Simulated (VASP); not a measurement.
# Ni (Fm-3m) in VASP: a series of runs

Ni is run at these levels: PBE; tasks: single point.

All numbers are computed with VASP 6.6.1; they aren't measurements. Logs are shortened: lines on timing, memory, paths and dates and some standing lists are left out, and cuts for length are marked.

### 1 The cell of the first run

Symmetry: Fm-3m, No. 225, cubic system. Conventional cell: a = 3.536 Å, b = 3.536 Å, c = 3.536 Å, α = 90.00°, β = 90.00°, γ = 90.00°. Ni (site symmetry m-3m) has 12 Ni at 2.50 Å within 3.3 Å.

### 2 Single point, PBE, collinear spin

INCAR

```
SYSTEM = Ni
ALGO     = Normal         ! electronic algorithm
EDIFF    = 1E-7           ! SCF threshold, eV
ENCUT    = 520            ! plane-wave cutoff, eV
GGA      = PE             ! functional
ISIF     = 2              ! what is computed and relaxed
ISMEAR   = -1             ! smearing method
ISPIN    = 2              ! spin polarisation
ISYM     = 0            
LASPH    = .True.         ! aspherical terms in the spheres
LCHARG   = .False.        ! write CHGCAR
LMAXMIX  = 4              ! l up to which the mixer works
LORBIT   = 11             ! projections on sites
LREAL    = .False.        ! projectors in reciprocal space
LWAVE    = .False.        ! write WAVECAR
MAGMOM   = 0 2            ! initial moments
NBANDS   = 21             ! bands
NELM     = 150            ! most SCF steps
PREC     = Accurate       ! precision mode
SIGMA    = 0.05           ! smearing width, eV
```

KPOINTS

```
k-points
0
Gamma
  8 13 10
  0 0 0
```

POSCAR

```
Ni
1.0
   -1.7680500000     -3.5361000000     -1.7680500000
   -1.7680500000      0.0000000000     -1.7680500000
    1.7680500000      0.0000000000     -1.7680500000
Ni
2
Direct
    0.0000000000      0.0000000000      0.0000000000
    0.5000000000      0.0000000000      0.5000000000
```

Potentials or basis: VASP PAW PBE potentials, release 64 (Ni).

Started as:

```bash
$ cat potpaw_PBE.64/Ni/POTCAR > POTCAR
$ mpirun -np 1 vasp_std > vasp.out
```

OUTCAR:

```text
SYSTEM = Ni
   EDIFF = 1E-7
   ENCUT = 520
   GGA = PE
   ISIF = 2
   ISMEAR = -1
   ISPIN = 2
   ISYM = 0
   LASPH = .True.
   LORBIT = 11
   LREAL = .False.
   NELM = 150
   PREC = Accurate

 ion  position               nearest neighbor table
   1  0.000  0.000  0.000-   2 2.50   2 2.50   2 2.50   2 2.50   2 2.50   2 2.50   2 2.50   2 2.50

   2  0.500  0.000  0.500-   1 2.50   1 2.50   1 2.50   1 2.50   1 2.50   1 2.50   1 2.50   1 2.50

IMPORTANT INFORMATION: All symmetrisations will be switched off!
NOSYMM: (Re-)initialisation of all symmetry stuff for point group C_1.

----------------------------------------------------------------------------------------

                                     Primitive cell

  volume of cell :      22.1077

  direct lattice vectors                    reciprocal lattice vectors
    -1.768050000 -3.536100000 -1.768050000     0.000000000 -0.282797432  0.000000000
    -1.768050000  0.000000000 -1.768050000    -0.282797432  0.282797432 -0.282797432
     1.768050000  0.000000000 -1.768050000     0.282797432  0.000000000 -0.282797432

  length of vectors
     4.330820340  2.500400289  2.500400289     0.282797432  0.489819521  0.399935964

  position of ions in fractional coordinates (direct lattice)
     0.000000000  0.000000000  0.000000000
     0.500000000  0.000000000  0.500000000

  ion indices of the primitive-cell ions
   primitive index   ion index
                 1           1
                 2           2

----------------------------------------------------------------------------------------

 KPOINTS: k-points

Automatic generation of k-mesh.
 Grid dimensions read from file:
 generate k-points for:    8   13   10

 Generating k-lattice:

  Cartesian coordinates                     Fractional coordinates (reciprocal lattice)
     0.000000000 -0.035349679  0.000000000     0.125000000  0.000000000  0.000000000
    -0.021753649  0.021753649 -0.021753649     0.000000000  0.076923077  0.000000000
     0.028279743  0.000000000 -0.028279743     0.000000000  0.000000000  0.100000000

  Length of vectors
     0.035349679  0.037678425  0.039993596

  Shift w.r.t. Gamma in fractional coordinates (k-lattice)
     0.000000000  0.000000000  0.000000000

 -----------------------------------------------------------------------------
|                                                                             |
|           W    W    AA    RRRRR   N    N  II  N    N   GGGG   !!!           |
|           W    W   A  A   R    R  NN   N  II  NN   N  G    G  !!!           |
|           W    W  A    A  R    R  N N  N  II  N N  N  G       !!!           |
|           W WW W  AAAAAA  RRRRR   N  N N  II  N  N N  G  GGG   !            |
|           WW  WW  A    A  R   R   N   NN  II  N   NN  G    G                |
|           W    W  A    A  R    R  N    N  II  N    N   GGGG   !!!           |
|                                                                             |
|     Your reciprocal lattice and k-lattice belong to different lattice       |
|     classes:                                                                |
|                                                                             |
|        The reciprocal lattice is simple tetragonal,                         |
|        whereas your k-lattice is simple monoclinic.                         |
|                                                                             |
|     Results are often still useful ...                                      |
|                                                                             |
 -----------------------------------------------------------------------------

 WARNING: IBZKPT: internal override: KBLOWUP is changed to .FALSE.
      ... skipping the blow-up phase ...

 Subroutine IBZKPT returns following result:
 ===========================================

 Found    522 irreducible k-points:

 Following reciprocal coordinates:
            Coordinates               Weight
  0.000000  0.000000  0.000000      1.000000
  0.125000  0.000000  0.000000      2.000000
  0.250000  0.000000  0.000000      2.000000
  0.375000  0.000000  0.000000      2.000000
  0.500000  0.000000  0.000000      1.000000
  0.000000  0.076923  0.000000      2.000000
[... 16 lines left out ...]
  0.125000  0.230769  0.000000      2.000000
  0.250000  0.230769  0.000000      2.000000
 [... further k-points ...]
   k-points           NKPTS =    522   k-points in BZ     NKDIM =    522   number of bands    NBANDS=     21
   number of dos      NEDOS =    301   number of ions     NIONS =      2
   total plane-waves  NPLWV =  12800
   dimension x,y,z NGX =    32 NGY =   20 NGZ =   20
   dimension x,y,z NGXF=    64 NGYF=   40 NGZF=   40
   ions per type =               2
   NGX,Y,Z   is equivalent  to a cutoff of  12.28, 13.30, 13.30 a.u.
   NGXF,Y,Z  is equivalent  to a cutoff of  24.57, 26.60, 26.60 a.u.
 SYSTEM =  Ni
   PREC   = accura    normal or accurate (medium, high low for compatibility)
   ISTART =      0    job   : 0-new  1-cont  2-samecut
   ICHARG =      2    charge: 1-file 2-atom 10-const
   ISPIN  =      2    spin polarized calculation?
   LNONCOLLINEAR =      F non collinear calculations
   LSORBIT =      F    spin-orbit coupling
   LASPH  =      T    aspherical Exc in radial PAW
   ENCUT  =  520.0 eV  38.22 Ry    6.18 a.u.   8.05  4.65  4.65*2*pi/ulx,y,z
   NELM   =    150;   NELMIN=  2; NELMDL= -5     # of ELM steps
   EDIFF  = 0.1E-06   stopping-criterion for ELM
   LREAL  =      F    real-space projection
   EDIFFG = 0.1E-05   stopping-criterion for IOM
   NSW    =      0    number of steps for IOM
   IBRION =     -1    ionic relax: 0-MD 1-quasi-New 2-CG
   NFREE  =      0    steps in history (QN), initial steepest desc. (CG)
   ISIF   =      2    stress and relaxation
   ISYM   =      0    0-nonsym 1-usesym 2-fastsym
   POTIM  = 0.5000    time-step for ionic-motion
   TEBEG  =    0.0;   TEEND  =   0.0 temperature during run
   PSTRESS=    0.0 pullay stress
   NELECT =      20.0000    total number of electrons
   NUPDOWN=      -1.0000    fix difference up-down
   EMIN   =  10.00;   EMAX   =-10.00  energy-range for DOS
   EFERMI =   0.00;   METHOD = LEGACY
   ISMEAR =    -1;   SIGMA  =   0.05  broadening in eV -4-tet -1-fermi 0-gaus
   EFERMI_NEDOS =   21; number of points for ismear=-14 and -15
   IALGO  =     38    algorithm
   IMIX   =      4    mixing-type and parameters
     AMIX     =   0.40;   BMIX     =  1.00
     AMIX_MAG =   1.60;   BMIX_MAG =  1.00
  volume/ion in A,a.u.               =      11.05        74.60
  Fermi-wavevector in a.u.,A,eV,Ry     =   1.583326  2.992052 34.108726  2.506921
  Thomas-Fermi vector in A             =   2.683113
   LORBIT       =     11    0 simple, 1 ext, 2 COOP (PROOUT), +10 PAW based schemes
   GGA     = PE    functional components
   LHFCALC =     F    Hartree Fock is set to
   AEXX    =    0.0000 exact exchange contribution
   IVDW    =     0    specifies the selected vdW correction
   LEPSILON=     F    determine dielectric tensor
   LRPA    =     F    only Hartree local field effects (RPA)
 spin polarized calculation
  energy-cutoff  :      520.00
  volume of cell :       22.11
 maximum number of plane-waves:       613
   NGX = 17   NGY =  9   NGZ =  9

 number of electron      19.9999987 magnetization       1.3075838

 Free energy of the ion-electron system (eV)
  ---------------------------------------------------
  ext. energy  EPLUGINS =         0.00000000
  ---------------------------------------------------
  free energy    TOTEN  =       -10.95369035 eV

  energy without entropy =      -10.92545210  energy(sigma->0) =      -10.93957122

 E-fermi :   9.1562     XC(G=0): -13.1629

 val. band max:        9.1560311614   @ k =  -0.3750   0.3077   0.4000
 cond. band min:       9.1562989539   @ k =   0.3750   0.3846   0.5000
 fundamental gap:      0.0002677925
 Fermi energy:         9.1561546027

 spin component 1

 k-point     1 :       0.0000    0.0000    0.0000
  band No.  band energies     occupation
      1       0.2508      1.00000
      2       4.5882      1.00000
      3       5.0178      1.00000
      4       6.7329      1.00000
      5       6.7411      1.00000
      6       6.7439      1.00000
[... 13 lines left out ...]
     20      36.4748      0.00000
     21      36.4792      0.00000

 k-point     2 :       0.1250    0.0000    0.0000
  band No.  band energies     occupation
      1       0.4521      1.00000
      2       4.5982      1.00000
      3       5.0783      1.00000
      4       6.6624      1.00000
      5       6.7964      1.00000
      6       6.7993      1.00000
[... 520 lines left out ...]
 k-point    24 :       0.2500    0.2308    0.0000
  band No.  band energies     occupation
      1       1.5790      1.00000
      2       5.1698      1.00000
      3       5.4358      1.00000
      4       6.4243      1.00000
      5       6.9581      1.00000
      6       7.0084      1.00000
[... 13 lines left out ...]
     20      37.8756      0.00000
     21      38.1490      0.00000

 [... further k-points ...]

 spin component 2

 k-point     1 :       0.0000    0.0000    0.0000
  band No.  band energies     occupation
      1       0.2199      1.00000
      2       4.9530      1.00000
      3       5.6694      1.00000
      4       7.5192      1.00000
      5       7.5203      1.00000
      6       7.5260      1.00000
[... 13 lines left out ...]
     20      36.4642      0.00000
     21      36.4656      0.00000

 k-point     2 :       0.1250    0.0000    0.0000
  band No.  band energies     occupation
      1       0.4214      1.00000
      2       4.9438      1.00000
      3       5.7343      1.00000
      4       7.4487      1.00000
      5       7.5766      1.00000
      6       7.5778      1.00000
[... 520 lines left out ...]
 k-point    24 :       0.2500    0.2308    0.0000
  band No.  band energies     occupation
      1       1.5539      1.00000
      2       5.6034      1.00000
      3       6.0247      1.00000
      4       7.1620      1.00000
      5       7.7225      1.00000
      6       7.7976      1.00000
[... 13 lines left out ...]
     20      37.8432      0.00000
     21      38.1201      0.00000

 [... further k-points ...]

------------------------ aborting loop because EDIFF is reached ----------------------------------------

  FORCE on cell =-STRESS in cart. coord.  units (eV):
  Direction    XX          YY          ZZ          XY          YZ          ZX
  --------------------------------------------------------------------------------------
  -------------------------------------------------------------------------------------
  Total       -0.3789858     -0.3649079     -0.3789892      0.0016913      0.0016912     -0.0264745
  in kB      -27.4656543    -26.4454031    -27.4658980      0.1225676      0.1225672     -1.9186454
  external PRESSURE =     -27.1256518 kB  Pullay stress =       0.0000000 kB

 VOLUME and BASIS-vectors are now :
 -----------------------------------------------------------------------------
  energy-cutoff  :      520.00
  volume of cell :       22.11
      direct lattice vectors                 reciprocal lattice vectors
    -1.768050000 -3.536100000 -1.768050000     0.000000000 -0.282797432  0.000000000
    -1.768050000  0.000000000 -1.768050000    -0.282797432  0.282797432 -0.282797432
     1.768050000  0.000000000 -1.768050000     0.282797432  0.000000000 -0.282797432

 POSITION                                       TOTAL-FORCE (eV/Angst)
 -----------------------------------------------------------------------------------
      0.00000      0.00000      0.00000         0.000000     -0.000000     -0.000000
      0.00000     -1.76805     -1.76805        -0.000000      0.000000      0.000000
 -----------------------------------------------------------------------------------
    total drift:                                0.000000     -0.000000     -0.000000

  FREE ENERGIE OF THE ION-ELECTRON SYSTEM (eV)
  ---------------------------------------------------
  free  energy   TOTEN  =       -10.9536903477 eV

  energy  without entropy=      -10.9254520995  energy(sigma->0) =      -10.93957122

 total charge

# of ion       s       p       d       tot
------------------------------------------
    1        0.491   0.485   8.305   9.282
    2        0.491   0.485   8.305   9.282
--------------------------------------------------
tot          0.983   0.970  16.611  18.563

 magnetization (x)

# of ion       s       p       d       tot
------------------------------------------
    1       -0.006  -0.024   0.696   0.666
    2       -0.006  -0.024   0.696   0.666
--------------------------------------------------
tot         -0.011  -0.048   1.392   1.333
```

Run time: 3.1 min. Hardware: 1 thread of Intel Xeon 6975P-C (Granite Rapids), shared host; peak memory 0.41 GiB.

What came out:

```
Free energy                                           : -10.9537 eV
Pressure                                              : -2.7 GPa
Net moment                                            : 1.31 μB per cell
Site moments                                          : Ni +0.67 μB
Valence electrons inside the program's atomic spheres : Ni 9.28
```

### 3 Single point, PBE, collinear spin, ferromagnetic start

INCAR

```
SYSTEM = Ni
  PREC = Accurate
  ENCUT = 520
  EDIFF = 1E-6
  ISMEAR = -1
  SIGMA = 0.05
  LREAL = .FALSE.
  LASPH = .TRUE.
  NELM = 150
  ALGO = Normal
  ISIF = 2
  LWAVE = .FALSE.
  LCHARG = .FALSE.
  ISPIN = 2
  MAGMOM = 0.77 0.77
  LORBIT = 11
  LMAXMIX = 4
  GGA = PE
  ISYM = 0
  NBANDS = 21
```

KPOINTS

```
Automatic mesh
0
G
  8 13 10
  0 0 0
```

POSCAR is that of step 2.

Potentials or basis: VASP PAW PBE potentials, release 64 (Ni).

Started as:

```bash
$ cat potpaw_PBE.64/Ni/POTCAR > POTCAR
$ mpirun -np 1 vasp_std > vasp.out
```

It took 3 min on 1 thread of AMD EPYC 9R45 (Zen 5), shared host; peak memory 0.38 GiB.

It converged, with:

| Property | Result |
| --- | --- |
| Free energy | -10.9537 eV |
| Pressure | -2.8 GPa |
| Net moment | 1.31 μB per cell |
| Site moments | Ni +0.67 μB |
| Valence electrons inside the program's atomic spheres | Ni 9.28 |

Stress tensor (GPa, compression positive):
```
-2.82  0.01 -0.19
 0.01 -2.71  0.01
-0.19  0.01 -2.82
```

Levels at points of the mesh, in eV from the Fermi level:
Spin up:
```tsv
k point	band 8	band 9	band 10	band 11	band 12	band 13	band 14	band 15
(0.00, 0.00, 0.00)	-1.26	-0.57	-0.51	-0.50	2.44	9.07	14.67	14.67
(0.50, 0.00, 0.00)	-1.60	-1.60	-1.60	-0.92	-0.92	19.05	19.05	19.05
(0.00, 0.00, 0.50)	-1.68	-1.40	-1.40	0.91	0.91	11.38	11.38	12.75
(0.50, 0.00, 0.50)	-0.64	-0.63	-0.63	-0.27	-0.27	5.54	5.54	22.08
```
Spin down:
```csv
k point,band 8,band 9,band 10,band 11,band 12,band 13
"(0.00, 0.00, 0.00)",-0.65,0.06,0.38,0.39,2.40,9.32
"(0.50, 0.00, 0.00)",-0.78,-0.78,-0.78,-0.30,-0.30,19.13
"(0.00, 0.00, 0.50)",-1.11,-0.56,-0.56,1.51,1.51,11.57
"(0.50, 0.00, 0.50)",-0.33,0.15,0.15,0.16,0.16,5.98
```
